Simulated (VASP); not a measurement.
Crystal: BaH4.

```
CELL_PARAMETERS angstrom
-2.00341 2.00341 5.05341
2.00341 -2.00341 5.05341
2.00341 2.00341 -5.05341
ATOMIC_POSITIONS crystal
Ba 0.00000 0.00000 0.00000
H 0.25000 0.75000 0.50000
H 0.75000 0.25000 0.50000
H 0.38296 0.38296 0.00000
H 0.61704 0.61704 0.00000
```

- Program: VASP 6.6.1
- Task: relaxation of cell and atoms
- Functional: PBE
- Potentials or basis: VASP PAW PBE potentials, release 64 (Ba_sv, H)
- Cutoff: 600 eV
- k mesh: 6 × 6 × 6
- Occupations: gaussian, width 0.1 eV
- Spin: no spin polarisation

At the start: pressure -7.8 GPa; volume 16.23 Å³/atom.

Problem. Where does the relaxation end?

Solution. Over 31 steps the energy falls by 898.2 meV/atom and the volume is 13.05 Å³/atom (-19.6 %); space group I4/mmm (No. 139, to 0.05 Å).

Step by step:
```tsv
step	energy change (eV)	largest force (eV/Å)	pressure (GPa)	volume (Å³)
1	0.0000	0.3532	-7.76	81.13
2	-0.7021	0.4144	-7.27	72.15
3	-2.0822	1.5194	6.93	48.19
4	-2.8040	3.0507	12.46	46.65
5	20.8629	205.0661	107.87	39.44
6	-1.9946	2.1481	11.70	46.57
7	-2.0111	2.2444	11.96	46.50
8	-2.7248	3.1968	25.15	43.44
9	-2.1331	4.4691	38.21	41.57
10	-2.7079	2.8293	26.88	43.11
11	-2.6350	0.8986	31.20	42.42
12	-2.6952	2.0450	28.94	42.76
13	-2.8114	1.6076	29.56	43.62
14	-2.8239	0.5468	29.27	43.43
15	-3.0570	0.4369	25.61	44.75
16	-3.6138	0.1182	16.62	48.85
17	-4.2224	0.4735	5.08	57.78
18	-4.2065	1.4536	-4.32	78.74
19	-4.3635	0.9666	-1.33	68.34
20	-4.3673	0.8765	-0.58	66.61
21	-4.3940	0.2278	-0.07	66.91
22	-4.3943	0.3726	-0.01	66.95
23	-4.4174	0.3083	-0.17	67.11
24	-4.4650	0.1347	-0.62	67.54
25	-4.4700	0.1346	-1.34	68.08
26	-4.4821	0.0132	-0.99	67.86
27	-4.4867	0.0522	-0.66	67.01
28	-4.4905	0.1227	-0.01	65.52
29	-4.4905	0.1310	0.06	65.34
30	-4.4874	0.4311	-0.18	65.01
31	-4.4908	0.0017	0.01	65.27
```

Final structure:
```
Ba H
1.0
    -2.19423    2.19423    3.38907
     2.19423   -2.19423    3.38907
     2.19423    2.19423   -3.38907
Ba H
1 4
Direct
  0.00000 0.00000 0.00000
  0.25000 0.75000 0.50000
  0.75000 0.25000 0.50000
  0.44364 0.44364 0.00000
  0.55636 0.55636 0.00000
```

Caveat: the volume moved by over 15 % at a fixed basis, so the end points are rough.
